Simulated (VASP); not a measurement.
Wanted: the native input for a VASP 6.6.1 run.

```
Task                   : single point
Functional             : r2SCAN
Potentials or basis    : VASP PAW PBE potentials, release 64 (Rh_pv)
Cutoff                 : 520 eV
k mesh                 : 14 × 14 × 14
Occupations            : fermi-dirac, width 0.6 eV
Spin                   : no spin polarisation
Dipole correction      : no
Further INCAR settings : ALGO = Normal; EDIFF = 1e-07; NBANDS = 14
```

The system is Rh.

```
Rh
1.0
     0.00000    1.90081    1.90081
     1.90081    0.00000    1.90081
     1.90081    1.90081    0.00000
Rh
1
Direct
  0.00000 0.00000 0.00000
```

One way to write it, as run:

POSCAR

```
Rh
1.0
    0.0000000000      1.9008071574      1.9008071574
    1.9008071574      0.0000000000      1.9008071574
    1.9008071574      1.9008071574      0.0000000000
Rh
1
Direct
    0.0000000000      0.0000000000      0.0000000000
```

INCAR.step1

```
ALGO = Normal
EDIFF = 1E-4
ENCUT = 520
GGA = PE
ISMEAR = -1
LASPH = True
LCHARG = False
LREAL = False
LWAVE = True
NBANDS = 14
NELM = 100
PREC = Accurate
SIGMA = 0.6
```

INCAR.step2

```
ALGO = Normal
EDIFF = 1E-7
ENCUT = 520
ISIF = 2
ISMEAR = -1
ISTART = 1
LASPH = True
LCHARG = True
LELF = True
LMIXTAU = True
LREAL = False
LVHAR = True
LWAVE = False
METAGGA = R2SCAN
NBANDS = 14
NELM = 100
PREC = Accurate
SIGMA = 0.6
```

KPOINTS

```
k-points
0
Gamma
  14 14 14
```

Potentials or basis: VASP PAW PBE potentials, release 64 (Rh_pv).

Command:

```console
$ cat potpaw_PBE.64/Rh_pv/POTCAR > POTCAR
$ cp INCAR.step1 INCAR
$ mpirun -np 1 vasp_std > vasp.out
$ cp INCAR.step2 INCAR
$ mpirun -np 1 vasp_std > vasp.out
```

It gave:

```yaml
Pressure: 12.5 GPa
```

Caveat: the PAW data sets were made with another functional, which shifts forces and pressure a little.

Run time: 41 s on 1 thread of Intel(R) Xeon(R) Platinum 8559C (Emerald Rapids), with other jobs on the host, peak memory 0.14 GiB.
